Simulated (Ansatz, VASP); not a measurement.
# SnPt3 in VASP and in Ansatz

The input INCAR:

```
SYSTEM = SnPt3
ALGO     = Normal         ! electronic algorithm
EDIFF    = 1E-6           ! SCF threshold, eV
ENCUT    = 520            ! plane-wave cutoff, eV
GGA      = CA             ! functional
ISIF     = 2              ! what is computed and relaxed
ISMEAR   = -1             ! smearing method
LASPH    = .TRUE.         ! aspherical terms in the spheres
LCHARG   = .FALSE.        ! write CHGCAR
LREAL    = .FALSE.        ! projectors in reciprocal space
LWAVE    = .FALSE.        ! write WAVECAR
NBANDS   = 30             ! bands
NELM     = 60             ! most SCF steps
PREC     = Accurate       ! precision mode
SIGMA    = 0.05           ! smearing width, eV
```

KPOINTS

```
k-points
0
G
  8 8 8
  0 0 0
```

POSCAR

```
SnPt3
1.0
    4.0000000000      0.0200000000      0.0200000000
    0.0200000000      4.0000000000      0.0200000000
    0.0200000000      0.0200000000      4.0000000000
Sn Pt
1 3
Direct
    0.0000000000      0.0000000000      0.0000000000
    0.0000000000      0.5000000000      0.5000000000
    0.5000000000      0.0000000000      0.5000000000
    0.5000000000      0.5000000000      0.0000000000
```

Input for Ansatz:

```yaml
crystal:
  lattice:
    - [4.0, 0.02, 0.02]
    - [0.02, 4.0, 0.02]
    - [0.02, 0.02, 4.0]
  atoms:
    - { symbol: Sn, position: [0.0, 0.0, 0.0] }
    - { symbol: Pt, position: [0.0, 0.5, 0.5] }
    - { symbol: Pt, position: [0.5, 0.0, 0.5] }
    - { symbol: Pt, position: [0.5, 0.5, 0.0] }
kpoints:
  mp_grid: { grid: [8, 8, 8] }
  band_path:
    path:
      - [0.0, 0.0, 0.0]
      - [0.5, 0.5, 0.5]
      - [0.5098274679, 0.4901725321, 0.5]
      - [0.5, -0.4901725321, 0.4901725321]
      - [0.5, 0.0, 0.0]
      - [0.0, 0.0, 0.0]
      - [0.4950862661, -0.4950862661, 0.0]
      - [0.5049137339, 0.0, 0.4950862661]
      - [0.5, 0.0, 0.5]
    npoints: 5
scf:
  occupations: { method: fermi_dirac, width: 0.05 }
hamiltonian:
  xc: lda
  pseudopotentials: { kind: all_electron, lapw: { basis_error: 0.0005 } }
output:
  forces: true
  stress: true
  eigenvalues: true
```

Change from the starting cell: equal xy, yz and zx shear strains of +1 %.

Alike in both runs: task single point; functional LDA; k mesh 8 × 8 × 8; occupations fermi-dirac, width 0.05 eV; no spin polarisation.

|  | VASP | Ansatz |
| --- | --- | --- |
| version | VASP 6.6.1 | Ansatz 0.2.0 |
| potentials or method | VASP PAW LDA potentials, release 64 (Sn_d, Pt), cutoff 520 eV | all-electron LAPW, scalar-relativistic |

```tsv
	VASP	Ansatz	Ansatz less VASP
pressure (GPa)	-2.8	-3.5	-0.73
traceless stress, the component that is largest in VASP (GPa)	-0.75	-0.73	+0.027
```

LDA's correlation is that of Perdew and Zunger in VASP and of Perdew and Wang (1992) in Ansatz. Ansatz ran all-electron here, and VASP with PAW potentials.

Neither program's run includes spin-orbit coupling.
